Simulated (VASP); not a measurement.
Input of a VASP 6.6.1 run:

File POSCAR:

```
Co
1.0
   -2.0619927611      2.0619289117      1.1795318865
    2.0619289117     -2.0619927611      1.1795318865
    2.0622741426      2.0622741426     -1.1796488266
Co
2
Direct
    0.9999945772      0.0000054228      1.0000000000
    0.7500054228      0.2499945772      0.5000000000
```

File INCAR.step1:

```
ALGO     = Normal         # electronic algorithm
EDIFF    = 1E-4           # SCF threshold, eV
ENCUT    = 520            # plane-wave cutoff, eV
GGA      = PE             # functional
ISMEAR   = -1             # smearing method
LASPH    = T              # aspherical terms in the spheres
LCHARG   = F              # write CHGCAR
LREAL    = F              # projectors in reciprocal space
LWAVE    = T              # write WAVECAR
NBANDS   = 16             # bands
NELM     = 80             # most SCF steps
PREC     = Accurate       # precision mode
SIGMA    = 0.1            # smearing width, eV
```

File INCAR.step2:

```
ALGO     = Normal         # electronic algorithm
EDIFF    = 1E-6           # SCF threshold, eV
ENCUT    = 520            # plane-wave cutoff, eV
ISIF     = 2              # what is computed and relaxed
ISMEAR   = -1             # smearing method
ISTART   = 1            
LASPH    = T              # aspherical terms in the spheres
LCHARG   = T              # write CHGCAR
LELF     = T              # ELF
LMIXTAU  = T            
LREAL    = F              # projectors in reciprocal space
LVHAR    = T            
LWAVE    = F              # write WAVECAR
METAGGA  = R2SCAN         # meta-GGA
NBANDS   = 16             # bands
NELM     = 80             # most SCF steps
PREC     = Accurate       # precision mode
SIGMA    = 0.1            # smearing width, eV
```

The input KPOINTS:

```
k-points
0
Gamma
  17 17 12
```

Potentials or basis: VASP PAW PBE potentials, release 64 (Co).

Run with:

```console
$ cat potpaw_PBE.64/Co/POTCAR > POTCAR
$ cp INCAR.step1 INCAR
$ mpirun -np 1 vasp_std > vasp.out
$ cp INCAR.step2 INCAR
$ mpirun -np 1 vasp_std > vasp.out
```

Q: Estimate the band gap on the k mesh.

A: Zero (band 9 reaches 12.14 eV, above the bottom of band 10 at 10.57 eV).

Q: What does it give for the pressure?

A: 23.7 GPa.

Stress tensor (GPa, compression positive):
```
24.57  0.01  0.00
 0.01 24.57  0.00
 0.00  0.00 21.99
```

Caveat: the PAW data sets were made with another functional, which shifts forces and pressure a little; the run has no spin polarisation, though such a crystal can be magnetic. Spin polarisation is off, so any magnetic state and its effect on volume and gap are missing.
